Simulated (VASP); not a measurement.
# Ru (P6/mmm) in VASP: notebook, part 3 of 3

VASP 6.6.1.

## (5) Single point, PBE

This run uses another cell than the first one: it holds 3 atoms, not 1.

The input, INCAR:

```
SYSTEM = Ru
PREC     = Accurate       ! precision mode
ENCUT    = 520            ! plane-wave cutoff, eV
EDIFF    = 1E-6           ! SCF threshold, eV
ISMEAR   = -1             ! smearing method
SIGMA    = 0.05           ! smearing width, eV
LREAL    = .FALSE.        ! projectors in reciprocal space
LASPH    = .TRUE.         ! aspherical terms in the spheres
NELM     = 100            ! most SCF steps
ALGO     = Normal         ! electronic algorithm
ISIF     = 2              ! what is computed and relaxed
LWAVE    = .FALSE.        ! write WAVECAR
LCHARG   = .TRUE.         ! write CHGCAR
GGA      = PE             ! functional
LELF     = .TRUE.         ! ELF
LVHAR    = .TRUE.       
NBANDS   = 28             ! bands
```

The input, KPOINTS:

```
Automatic mesh
0
G
  9 9 12
  0 0 0
```

The input, POSCAR:

```
Ru
1.0
    4.2696698995      0.0000000000      0.0000000000
   -2.1348349498      3.6976425988      0.0000000000
    0.0000000000      0.0000000000      2.6828603104
Ru
3
Direct
    0.0000000000      0.0000000000      0.0000000000
    0.3333333333      0.6666666667      0.5000000000
    0.6666666667      0.3333333333      0.5000000000
```

Potentials or basis: VASP PAW PBE potentials, release 64 (Ru_pv).

The run is started by

```bash
$ cat potpaw_PBE.64/Ru_pv/POTCAR > POTCAR
$ mpirun -np 1 vasp_std > vasp.out
```

OUTCAR:

```text
SYSTEM = Ru
   PREC = Accurate
   ENCUT = 520
   EDIFF = 1E-6
   ISMEAR = -1
   LREAL = .FALSE.
   LASPH = .TRUE.
   NELM = 100
   ISIF = 2
   GGA = PE

 ion  position               nearest neighbor table
   1  0.000  0.000  0.000-   2 2.81   3 2.81   2 2.81   3 2.81   3 2.81   3 2.81   2 2.81   2 2.81
                             3 2.81   3 2.81   2 2.81   2 2.81
   2  0.333  0.667  0.500-   3 2.47   3 2.47   3 2.47   1 2.81   1 2.81   1 2.81   1 2.81   1 2.81
                             1 2.81
   3  0.667  0.333  0.500-   2 2.47   2 2.47   2 2.47   1 2.81   1 2.81   1 2.81   1 2.81   1 2.81
                             1 2.81

  LATTYP: Found a hexagonal cell.
 ALAT       =     4.2696698995
 C/A-ratio  =     0.6283530984

  Lattice vectors:

 A1 = (   4.2696698995,   0.0000000000,   0.0000000000)
 A2 = (  -2.1348349498,   3.6976425988,   0.0000000000)
 A3 = (   0.0000000000,   0.0000000000,   2.6828603104)

Analysis of symmetry for initial positions (statically):
=====================================================================
 Subroutine PRICEL returns:
 Original cell was already a primitive cell.

 Routine SETGRP: Setting up the symmetry group for a
 hexagonal supercell.

 Subroutine GETGRP returns: Found 24 space group operations
 (whereof 24 operations were pure point group operations)
 out of a pool of 24 trial point group operations.

The static configuration has the point symmetry D_6h.

Analysis of symmetry for dynamics (positions and initial velocities):
=====================================================================
 Subroutine PRICEL returns:
 Original cell was already a primitive cell.

 Routine SETGRP: Setting up the symmetry group for a
 hexagonal supercell.

 Subroutine GETGRP returns: Found 24 space group operations
 (whereof 24 operations were pure point group operations)
 out of a pool of 24 trial point group operations.

The dynamic configuration has the point symmetry D_6h.

 Subroutine INISYM returns: Found 24 space group operations
 (whereof 24 operations are pure point group operations),
 and found     1 'primitive' translations

----------------------------------------------------------------------------------------

                                     Primitive cell

  volume of cell :      42.3562

  direct lattice vectors                    reciprocal lattice vectors
     4.269669900  0.000000000  0.000000000     0.234210144  0.135221289  0.000000000
    -2.134834950  3.697642599  0.000000000     0.000000000  0.270442579  0.000000000
     0.000000000  0.000000000  2.682860310     0.000000000  0.000000000  0.372736514

  length of vectors
     4.269669900  4.269669900  2.682860310     0.270442579  0.270442579  0.372736514

  position of ions in fractional coordinates (direct lattice)
     0.000000000  0.000000000  0.000000000
     0.333333333  0.666666667  0.500000000
     0.666666667  0.333333333  0.500000000

  ion indices of the primitive-cell ions
   primitive index   ion index
                 1           1
                 2           2
                 3           3

----------------------------------------------------------------------------------------

 KPOINTS: Automatic mesh

Automatic generation of k-mesh.
 Grid dimensions read from file:
 generate k-points for:    9    9   12

 Generating k-lattice:

  Cartesian coordinates                     Fractional coordinates (reciprocal lattice)
     0.026023349  0.015024588  0.000000000     0.111111111 -0.000000000  0.000000000
     0.000000000  0.030049175  0.000000000     0.000000000  0.111111111  0.000000000
     0.000000000  0.000000000  0.031061376     0.000000000  0.000000000  0.083333333

  Length of vectors
     0.030049175  0.030049175  0.031061376

  Shift w.r.t. Gamma in fractional coordinates (k-lattice)
     0.000000000  0.000000000  0.000000000

 Subroutine IBZKPT returns following result:
 ===========================================

 Found     84 irreducible k-points:

 Following reciprocal coordinates:
            Coordinates               Weight
  0.000000  0.000000  0.000000      1.000000
  0.111111  0.000000  0.000000      6.000000
  0.222222  0.000000  0.000000      6.000000
  0.333333  0.000000  0.000000      6.000000
  0.444444  0.000000  0.000000      6.000000
  0.111111  0.111111  0.000000      6.000000
[... 16 lines left out ...]
  0.333333  0.222222  0.083333     24.000000
  0.333333  0.333333  0.083333      4.000000
 [... further k-points ...]
   k-points           NKPTS =     84   k-points in BZ     NKDIM =     84   number of bands    NBANDS=     28
   number of dos      NEDOS =    301   number of ions     NIONS =      3
   total plane-waves  NPLWV =  20480
   dimension x,y,z NGX =    32 NGY =   32 NGZ =   20
   dimension x,y,z NGXF=    64 NGYF=   64 NGZF=   40
   ions per type =               3
   NGX,Y,Z   is equivalent  to a cutoff of  12.46, 12.46, 12.39 a.u.
   NGXF,Y,Z  is equivalent  to a cutoff of  24.92, 24.92, 24.79 a.u.
 SYSTEM =  Ru
   PREC   = accura    normal or accurate (medium, high low for compatibility)
   ISTART =      0    job   : 0-new  1-cont  2-samecut
   ICHARG =      2    charge: 1-file 2-atom 10-const
   ISPIN  =      1    spin polarized calculation?
   LNONCOLLINEAR =      F non collinear calculations
   LSORBIT =      F    spin-orbit coupling
   LASPH  =      T    aspherical Exc in radial PAW
   ENCUT  =  520.0 eV  38.22 Ry    6.18 a.u.   7.94  7.94  4.99*2*pi/ulx,y,z
   NELM   =    100;   NELMIN=  2; NELMDL= -5     # of ELM steps
   EDIFF  = 0.1E-05   stopping-criterion for ELM
   LREAL  =      F    real-space projection
   EDIFFG = 0.1E-04   stopping-criterion for IOM
   NSW    =      0    number of steps for IOM
   IBRION =     -1    ionic relax: 0-MD 1-quasi-New 2-CG
   NFREE  =      0    steps in history (QN), initial steepest desc. (CG)
   ISIF   =      2    stress and relaxation
   ISYM   =      2    0-nonsym 1-usesym 2-fastsym
   POTIM  = 0.5000    time-step for ionic-motion
   TEBEG  =    0.0;   TEEND  =   0.0 temperature during run
   PSTRESS=    0.0 pullay stress
   NELECT =      42.0000    total number of electrons
   NUPDOWN=      -1.0000    fix difference up-down
   EMIN   =  10.00;   EMAX   =-10.00  energy-range for DOS
   EFERMI =   0.00;   METHOD = LEGACY
   ISMEAR =    -1;   SIGMA  =   0.05  broadening in eV -4-tet -1-fermi 0-gaus
   EFERMI_NEDOS =   21; number of points for ismear=-14 and -15
   IALGO  =     38    algorithm
   IMIX   =      4    mixing-type and parameters
     AMIX     =   0.40;   BMIX     =  1.00
     AMIX_MAG =   1.60;   BMIX_MAG =  1.00
  volume/ion in A,a.u.               =      14.12        95.28
  Fermi-wavevector in a.u.,A,eV,Ry     =   1.632496  3.084970 36.260120  2.665044
  Thomas-Fermi vector in A             =   2.724457
   LORBIT       =      0    0 simple, 1 ext, 2 COOP (PROOUT), +10 PAW based schemes
   GGA     = PE    functional components
   LHFCALC =     F    Hartree Fock is set to
   AEXX    =    0.0000 exact exchange contribution
   IVDW    =     0    specifies the selected vdW correction
   LEPSILON=     F    determine dielectric tensor
   LRPA    =     F    only Hartree local field effects (RPA)
 non-spin polarized calculation
  energy-cutoff  :      520.00
  volume of cell :       42.36
 maximum number of plane-waves:      1156
 NGX is ok and might be reduce to    32

 number of electron      42.0000006 magnetization

 Free energy of the ion-electron system (eV)
  ---------------------------------------------------
  ext. energy  EPLUGINS =         0.00000000
  ---------------------------------------------------
  free energy    TOTEN  =       -26.94670396 eV

  energy without entropy =      -26.91744810  energy(sigma->0) =      -26.93207603

 E-fermi :  12.3306     XC(G=0): -13.8603

 val. band max:       12.3059431707   @ k =   0.3333   0.3333   0.2500
 cond. band min:      12.3371404307   @ k =   0.2222   0.2222   0.2500
 fundamental gap:      0.0311972599
 Fermi energy:        12.3306266036

 k-point     1 :       0.0000    0.0000    0.0000
  band No.  band energies     occupation
      1     -31.2463      2.00000
      2     -31.2463      2.00000
      3     -30.8604      2.00000
      4     -30.8604      2.00000
      5     -30.5976      2.00000
      6     -30.3552      2.00000
[... 20 lines left out ...]
     27      21.5461      0.00000
     28      21.6177      0.00000
[... 683 lines left out ...]
 k-point    24 :       0.3333    0.3333    0.0833
  band No.  band energies     occupation
      1     -31.3465      2.00000
      2     -31.0097      2.00000
      3     -31.0097      2.00000
      4     -30.5618      2.00000
      5     -30.5618      2.00000
      6     -30.4660      2.00000
[... 20 lines left out ...]
     27      13.8812      0.00000
     28      22.7378      0.00000

 [... further k-points ...]
[... 5 lines left out ...]
  --------------------------------------------------------------------------------------
  -------------------------------------------------------------------------------------
  Total       -0.0494323     -0.0494323     -0.0985921      0.0000000     -0.0000000      0.0000000
  in kB       -1.8698403     -1.8698403     -3.7293700      0.0000000     -0.0000000      0.0000000
  external PRESSURE =      -2.4896835 kB  Pullay stress =       0.0000000 kB

 VOLUME and BASIS-vectors are now :
 -----------------------------------------------------------------------------
  energy-cutoff  :      520.00
  volume of cell :       42.36
      direct lattice vectors                 reciprocal lattice vectors
     4.269669900  0.000000000  0.000000000     0.234210144  0.135221289  0.000000000
    -2.134834950  3.697642599  0.000000000     0.000000000  0.270442579  0.000000000
     0.000000000  0.000000000  2.682860310     0.000000000  0.000000000  0.372736514

 POSITION                                       TOTAL-FORCE (eV/Angst)
 -----------------------------------------------------------------------------------
      0.00000      0.00000      0.00000        -0.000000      0.000000      0.000000
     -0.00000      2.46510      1.34143        -0.000000      0.000000      0.000000
      2.13483      1.23255      1.34143         0.000000     -0.000000     -0.000000
 -----------------------------------------------------------------------------------
    total drift:                               -0.000000      0.000000      0.000000

  FREE ENERGIE OF THE ION-ELECTRON SYSTEM (eV)
  ---------------------------------------------------
  free  energy   TOTEN  =       -26.9467039617 eV

  energy  without entropy=      -26.9174480976  energy(sigma->0) =      -26.93207603
```

Wall time 28 s (1 thread of Intel Xeon 6975P-C (Granite Rapids), shared host); peak memory 0.2 GiB.

What came out:

| Quantity | Value |
| --- | --- |
| Free energy | -26.9467 eV |
| Pressure | -0.2 GPa |
| Band gap on the k mesh | zero (band 21 reaches 13.41 eV, above the bottom of band 22 at 11.02 eV) |

Levels at points of the mesh, in eV from the Fermi level:
| k point | band 18 | band 19 | band 20 | band 21 | band 22 | band 23 | band 24 | band 25 |
| --- | --- | --- | --- | --- | --- | --- | --- | --- |
| (0.00, 0.00, 0.00) | -2.09 | -2.09 | -1.42 | -1.42 | -1.31 | -1.31 | 1.61 | 1.61 |
| (0.00, 0.00, 0.50) | -1.93 | -1.93 | 0.63 | 0.63 | 1.29 | 1.29 | 2.35 | 3.36 |
